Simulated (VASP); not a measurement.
# SrAl2Cl2 in VASP: relaxation of cell and atoms with LDA

Aim: the relaxation of cell and atoms of SrAl2Cl2 with LDA.

Everything below comes from runs of VASP 6.6.1. Logs are shortened: lines on timing, memory, paths and dates and some standing lists are left out, and cuts for length are marked.

## 1. The cell of the first run

The typed cell holds 5 atoms: a = 5.245 Å, b = 5.245 Å, c = 5.472 Å, α = 90.00°, β = 90.00°, γ = 60.00°.

## 2. Relaxation of cell and atoms, LDA

Contents of INCAR:

```
SYSTEM = SrAl2Cl2
ALGO = Normal ; EDIFF = 1E-6
EDIFFG = -0.03 ; ENCUT = 600
IBRION = 2 ; ISIF = 3
ISMEAR = -1 ; LASPH = .True.
LCHARG = .False. ; LREAL = .False.
LWAVE = .False. ; NELM = 100
NSW = 80 ; PREC = Accurate
SIGMA = 0.1
```

Contents of KPOINTS:

```
k-points
0
Gamma
  7 7 6
  0 0 0
```

Contents of POSCAR:

```
SrAl2Cl2
1.0
    2.6223320000      4.5420060000      0.0000000000
   -2.6223320000      4.5420060000      0.0000000000
    0.0000000000      0.0000000000      5.4719360000
Cl Al Sr
2 2 1
Direct
    0.3333000000      0.3334000000      0.0976000000
    0.6667000000      0.6666000000      0.9024000000
    0.3333000000      0.3334000000      0.4589000000
    0.6667000000      0.6666000000      0.5411000000
    0.0000000000      0.0000000000      0.0000000000
```

Potentials or basis: VASP PAW LDA potentials, release 64 (Cl, Al, Sr_sv).

Command:

```bash
$ cat potpaw_LDA.64/Cl/POTCAR potpaw_LDA.64/Al/POTCAR potpaw_LDA.64/Sr_sv/POTCAR > POTCAR
$ mpirun -np 1 vasp_std > vasp.out
```

OUTCAR:

```text
SYSTEM = SrAl2Cl2
   EDIFF = 1E-6
   EDIFFG = -0.03
   ENCUT = 600
   IBRION = 2
   ISIF = 3
   ISMEAR = -1
   LASPH = .True.
   LREAL = .False.
   NELM = 100
   NSW = 80
   PREC = Accurate

 ion  position               nearest neighbor table
   1  0.333  0.333  0.098-   3 1.98   5 3.07   5 3.07   5 3.07
   2  0.667  0.667  0.902-   4 1.98   5 3.07   5 3.07   5 3.07
   3  0.333  0.333  0.459-   1 1.98   4 3.06   4 3.06   4 3.06   5 3.93   5 3.93   5 3.93   5 4.23
                             5 4.24   5 4.24
   4  0.667  0.667  0.541-   2 1.98   3 3.06   3 3.06   3 3.06   5 3.93   5 3.93   5 3.93   5 4.23
                             5 4.24   5 4.24
   5  0.000  0.000  0.000-   2 3.07   1 3.07   2 3.07   1 3.07   2 3.07   1 3.07   3 3.93   4 3.93
                             4 3.93   3 3.93   4 3.93   3 3.93   4 4.23   3 4.23   3 4.24   4 4.24

  LATTYP: Found a hexagonal cell.
 ALAT       =     5.2446585801
 C/A-ratio  =     1.0433350267

  Lattice vectors:

 A1 = (   2.6223320000,  -4.5420060000,   0.0000000000)
 A2 = (   2.6223320000,   4.5420060000,   0.0000000000)
 A3 = (   0.0000000000,   0.0000000000,   5.4719360000)

Analysis of symmetry for initial positions (statically):
=====================================================================
 Subroutine PRICEL returns:
 Original cell was already a primitive cell.

 Routine SETGRP: Setting up the symmetry group for a
 hexagonal supercell.

 Subroutine GETGRP returns: Found  4 space group operations
 (whereof  4 operations were pure point group operations)
 out of a pool of 24 trial point group operations.

The static configuration has the point symmetry C_2h.

Analysis of symmetry for dynamics (positions and initial velocities):
=====================================================================
 Subroutine PRICEL returns:
 Original cell was already a primitive cell.

 Routine SETGRP: Setting up the symmetry group for a
 hexagonal supercell.

 Subroutine GETGRP returns: Found  4 space group operations
 (whereof  4 operations were pure point group operations)
 out of a pool of 24 trial point group operations.

The dynamic configuration has the point symmetry C_2h.

 Subroutine INISYM returns: Found  4 space group operations
 (whereof  4 operations are pure point group operations),
 and found     1 'primitive' translations

----------------------------------------------------------------------------------------

                                     Primitive cell

  volume of cell :     130.3486

  direct lattice vectors                    reciprocal lattice vectors
     2.622332000  4.542006000  0.000000000     0.190669984  0.110083518  0.000000000
    -2.622332000  4.542006000  0.000000000    -0.190669984  0.110083518  0.000000000
     0.000000000  0.000000000  5.471936000     0.000000000  0.000000000  0.182750675

  length of vectors
     5.244658580  5.244658580  5.471936000     0.220166809  0.220166809  0.182750675

  position of ions in fractional coordinates (direct lattice)
     0.333300000  0.333400000  0.097600000
     0.666700000  0.666600000  0.902400000
     0.333300000  0.333400000  0.458900000
     0.666700000  0.666600000  0.541100000
     0.000000000  0.000000000  0.000000000

  ion indices of the primitive-cell ions
   primitive index   ion index
                 1           1
                 2           2
                 3           3
                 4           4
                 5           5

----------------------------------------------------------------------------------------

 KPOINTS: k-points

Automatic generation of k-mesh.
 Grid dimensions read from file:
 generate k-points for:    7    7    6

 Generating k-lattice:

  Cartesian coordinates                     Fractional coordinates (reciprocal lattice)
     0.027238569  0.015726217  0.000000000     0.142857143 -0.000000000  0.000000000
    -0.027238569  0.015726217  0.000000000    -0.000000000  0.142857143  0.000000000
     0.000000000  0.000000000  0.030458446     0.000000000  0.000000000  0.166666667

  Length of vectors
     0.031452401  0.031452401  0.030458446

  Shift w.r.t. Gamma in fractional coordinates (k-lattice)
     0.000000000  0.000000000  0.000000000

 Subroutine IBZKPT returns following result:
 ===========================================

 Found     88 irreducible k-points:

 Following reciprocal coordinates:
            Coordinates               Weight
  0.000000  0.000000  0.000000      1.000000
  0.142857  0.000000  0.000000      4.000000
  0.000000  0.142857  0.000000      2.000000
  0.285714  0.000000  0.000000      4.000000
  0.000000  0.285714  0.000000      2.000000
  0.428571  0.000000  0.000000      4.000000
[... 16 lines left out ...]
  0.285714  0.285714  0.166667      4.000000
  0.000000  0.285714  0.166667      2.000000
 [... further k-points ...]
   k-points           NKPTS =     88   k-points in BZ     NKDIM =     88   number of bands    NBANDS=     19
   number of dos      NEDOS =    301   number of ions     NIONS =      5
   total plane-waves  NPLWV =  84672
   dimension x,y,z NGX =    42 NGY =   42 NGZ =   48
   dimension x,y,z NGXF=    84 NGYF=   84 NGZF=   96
   ions per type =               2   2   1
   NGX,Y,Z   is equivalent  to a cutoff of  13.31, 13.31, 14.58 a.u.
   NGXF,Y,Z  is equivalent  to a cutoff of  26.63, 26.63, 29.17 a.u.
 SYSTEM =  SrAl2Cl2
   PREC   = accura    normal or accurate (medium, high low for compatibility)
   ISTART =      0    job   : 0-new  1-cont  2-samecut
   ICHARG =      2    charge: 1-file 2-atom 10-const
   ISPIN  =      1    spin polarized calculation?
   LNONCOLLINEAR =      F non collinear calculations
   LSORBIT =      F    spin-orbit coupling
   LASPH  =      T    aspherical Exc in radial PAW
   ENCUT  =  600.0 eV  44.10 Ry    6.64 a.u.  10.47 10.47 10.93*2*pi/ulx,y,z
   NELM   =    100;   NELMIN=  2; NELMDL= -5     # of ELM steps
   EDIFF  = 0.1E-05   stopping-criterion for ELM
   LREAL  =      F    real-space projection
   EDIFFG = -.3E-01   stopping-criterion for IOM
   NSW    =     80    number of steps for IOM
   IBRION =      2    ionic relax: 0-MD 1-quasi-New 2-CG
   NFREE  =      1    steps in history (QN), initial steepest desc. (CG)
   ISIF   =      3    stress and relaxation
   ISYM   =      2    0-nonsym 1-usesym 2-fastsym
   POTIM  = 0.5000    time-step for ionic-motion
   TEBEG  =    0.0;   TEEND  =   0.0 temperature during run
   PSTRESS=    0.0 pullay stress
   NELECT =      30.0000    total number of electrons
   NUPDOWN=      -1.0000    fix difference up-down
   EMIN   =  10.00;   EMAX   =-10.00  energy-range for DOS
   EFERMI =   0.00;   METHOD = LEGACY
   ISMEAR =    -1;   SIGMA  =   0.10  broadening in eV -4-tet -1-fermi 0-gaus
   EFERMI_NEDOS =   21; number of points for ismear=-14 and -15
   IALGO  =     38    algorithm
   IMIX   =      4    mixing-type and parameters
     AMIX     =   0.40;   BMIX     =  1.00
     AMIX_MAG =   1.60;   BMIX_MAG =  1.00
  volume/ion in A,a.u.               =      26.07       175.93
  Fermi-wavevector in a.u.,A,eV,Ry     =   1.003259  1.895885 13.694657  1.006529
  Thomas-Fermi vector in A             =   2.135799
   LORBIT       =      0    0 simple, 1 ext, 2 COOP (PROOUT), +10 PAW based schemes
   GGA     = CA    functional components
   LHFCALC =     F    Hartree Fock is set to
   AEXX    =    0.0000 exact exchange contribution
   IVDW    =     0    specifies the selected vdW correction
   LEPSILON=     F    determine dielectric tensor
   LRPA    =     F    only Hartree local field effects (RPA)
 conjugate gradient relaxation of ions
 non-spin polarized calculation
  energy-cutoff  :      600.00
  volume of cell :      130.35
 maximum number of plane-waves:      4390
 NGX is ok and might be reduce to    42
   NGX = 21   NGY = 21   NGZ = 21

--------------------------------------- Ionic step        1  -------------------------------------------

 number of electron      29.9999997 magnetization

 Free energy of the ion-electron system (eV)
  ---------------------------------------------------
  ext. energy  EPLUGINS =         0.00000000
  ---------------------------------------------------
  free energy    TOTEN  =       -18.01351767 eV

  energy without entropy =      -17.97018116  energy(sigma->0) =      -17.99184942

------------------------ aborting loop because EDIFF is reached ----------------------------------------

  FORCE on cell =-STRESS in cart. coord.  units (eV):
  Direction    XX          YY          ZZ          XY          YZ          ZX
  --------------------------------------------------------------------------------------
  -------------------------------------------------------------------------------------
  Total       -4.6896516     -4.6894538     16.4549721      0.0001601     -0.0003105      0.0005378
  in kB      -57.6427620    -57.6403306    202.2559704      0.0019681     -0.0038162      0.0066099
  external PRESSURE =      28.9909593 kB  Pullay stress =       0.0000000 kB

 VOLUME and BASIS-vectors are now :
 -----------------------------------------------------------------------------
  energy-cutoff  :      600.00
  volume of cell :      130.35
      direct lattice vectors                 reciprocal lattice vectors
     2.622332000  4.542006000  0.000000000     0.190669984  0.110083518  0.000000000
    -2.622332000  4.542006000  0.000000000    -0.190669984  0.110083518  0.000000000
     0.000000000  0.000000000  5.471936000     0.000000000  0.000000000  0.182750675
[... 274 lines left out ...]
 POSITION                                       TOTAL-FORCE (eV/Angst)
 -----------------------------------------------------------------------------------
      0.00002      2.85642      0.42408         0.000063     -0.000036     -0.009309
      0.00024      5.71273      5.33169        -0.000063      0.000036      0.009309
      0.00001      2.85642      2.80788         0.000426     -0.000246      0.081788
      0.00024      5.71272      2.94789        -0.000426      0.000246     -0.081788
      0.00000      0.00000      0.00000         0.000000      0.000000      0.000000
 -----------------------------------------------------------------------------------
    total drift:                               -0.000000      0.000000     -0.000000

  FREE ENERGIE OF THE ION-ELECTRON SYSTEM (eV)
  ---------------------------------------------------
  free  energy   TOTEN  =       -19.7171367156 eV

  energy  without entropy=      -19.6844562038  energy(sigma->0) =      -19.70079646

--------------------------------------- Ionic step        9  -------------------------------------------

 number of electron      30.0000000 magnetization

 Free energy of the ion-electron system (eV)
  ---------------------------------------------------
  ext. energy  EPLUGINS =         0.00000000
  ---------------------------------------------------
  free energy    TOTEN  =       -19.71835253 eV

  energy without entropy =      -19.68544751  energy(sigma->0) =      -19.70190002

 E-fermi :   4.7430     XC(G=0):  -9.2483

 val. band max:        4.7200078913   @ k =   0.0000   0.0000   0.5000
 cond. band min:       4.7436044536   @ k =   0.0000   0.0000   0.1667
 fundamental gap:      0.0235965623
 Fermi energy:         4.7430340683

 k-point     1 :       0.0000    0.0000    0.0000
  band No.  band energies     occupation
      1     -31.5931      2.00000
      2     -13.7767      2.00000
      3     -13.7759      2.00000
      4     -13.7759      2.00000
      5     -13.2309      2.00000
      6     -11.8808      2.00000
[... 11 lines left out ...]
     18       6.9717      0.00000
     19       7.3457      0.00000
[... 485 lines left out ...]
 k-point    24 :       0.0000    0.2857    0.1667
  band No.  band energies     occupation
      1     -31.5909      2.00000
      2     -14.2760      2.00000
      3     -13.7951      2.00000
      4     -13.7551      2.00000
      5     -12.5171      2.00000
      6     -12.0826      2.00000
[... 11 lines left out ...]
     18       6.9041      0.00000
     19       7.0855      0.00000

 [... further k-points ...]

------------------------ aborting loop because EDIFF is reached ----------------------------------------

  FORCE on cell =-STRESS in cart. coord.  units (eV):
  Direction    XX          YY          ZZ          XY          YZ          ZX
  --------------------------------------------------------------------------------------
  -------------------------------------------------------------------------------------
  Total       -0.0721776     -0.0725175     -0.0585655     -0.0002945      0.0002552     -0.0004420
  in kB       -0.9482747     -0.9527404     -0.7694379     -0.0038694      0.0033526     -0.0058067
  external PRESSURE =      -0.8901510 kB  Pullay stress =       0.0000000 kB

 VOLUME and BASIS-vectors are now :
 -----------------------------------------------------------------------------
  energy-cutoff  :      600.00
  volume of cell :      121.95
      direct lattice vectors                 reciprocal lattice vectors
     2.475826814  4.288252600  0.000000000     0.201954857  0.116596385 -0.000003921
    -2.475748827  4.288207574 -0.000142751    -0.201956978  0.116600058  0.000007842
     0.000167262 -0.000096569  5.743242653    -0.000005020  0.000002898  0.174117665

 POSITION                                       TOTAL-FORCE (eV/Angst)
 -----------------------------------------------------------------------------------
      0.00005      2.85880      0.42392        -0.000318      0.000184     -0.003383
      0.00019      5.71756      5.31918         0.000318     -0.000184      0.003383
      0.00010      2.85878      2.81633         0.000032     -0.000018      0.002639
      0.00015      5.71758      2.92677        -0.000032      0.000018     -0.002639
     -2.47575      4.28821     -0.00014        -0.000000     -0.000000      0.000000
 -----------------------------------------------------------------------------------
    total drift:                               -0.000000     -0.000000      0.000000

  FREE ENERGIE OF THE ION-ELECTRON SYSTEM (eV)
  ---------------------------------------------------
  free  energy   TOTEN  =       -19.7183525267 eV

  energy  without entropy=      -19.6854475051  energy(sigma->0) =      -19.70190002

 reached required accuracy - stopping structural energy minimisation
```

Wall time 40 min (1 thread of Intel Xeon 8259CL, shared host); peak memory 0.45 GiB.

What came out:

```yaml
Free_energy: -19.7184 eV
Relaxed_volume: 24.39 Å³/atom
Relaxed_cell: a = 4.952 Å, b = 4.952 Å, c = 5.743 Å, α = 90.00°, β = 90.00°, γ = 60.00°
Space_group_after_relaxing_to_0.1_Å: P-3m1 (No. 164)
Energy_gained_by_relaxing: 341.0 meV/atom
Ionic_steps: 9
Pressure_after_relaxing: -0.1 GPa
Largest_force_after_relaxing: 0.003 eV/Å
Band_gap_on_the_k_mesh: zero (bands 15 and 16 overlap by 0.52 eV)
```

Forces in eV/Å, atoms in the order of the input:
```
Cl   0.000  0.000 -0.003
Cl   0.000  0.000  0.003
Al   0.000  0.000  0.003
Al   0.000  0.000 -0.003
Sr   0.000  0.000  0.000
```

The path:
| step | energy change (eV) | largest force (eV/Å) | pressure (GPa) | volume (Å³) |
| --- | --- | --- | --- | --- |
| 1 | 0.0000 | 4.9432 | 2.90 | 130.35 |
| 2 | -1.2851 | 0.6213 | -2.62 | 137.68 |
| 3 | -1.5451 | 0.0990 | -3.54 | 134.62 |
| 4 | -1.6885 | 0.1988 | -0.73 | 124.68 |
| 5 | -1.6904 | 0.2142 | -0.30 | 123.52 |
| 6 | -1.7003 | 0.0863 | -0.12 | 122.64 |
| 7 | -1.7024 | 0.1149 | 0.02 | 122.04 |
| 8 | -1.7036 | 0.0818 | -0.01 | 122.01 |
| 9 | -1.7048 | 0.0034 | -0.09 | 121.95 |

Final structure:
```
Cl Al Sr
1.0
     2.47583    4.28825    0.00000
    -2.47575    4.28821   -0.00014
     0.00017   -0.00010    5.74324
Cl Al Sr
2 2 1
Cartesian
  0.0001 2.8588 0.4239
  0.0002 5.7176 5.3192
  0.0001 2.8588 2.8163
  0.0001 5.7176 2.9268
  -2.4757 4.2882 -0.0001
```

The gap in the log of VASP goes by the Fermi energy; the results here count the filled bands.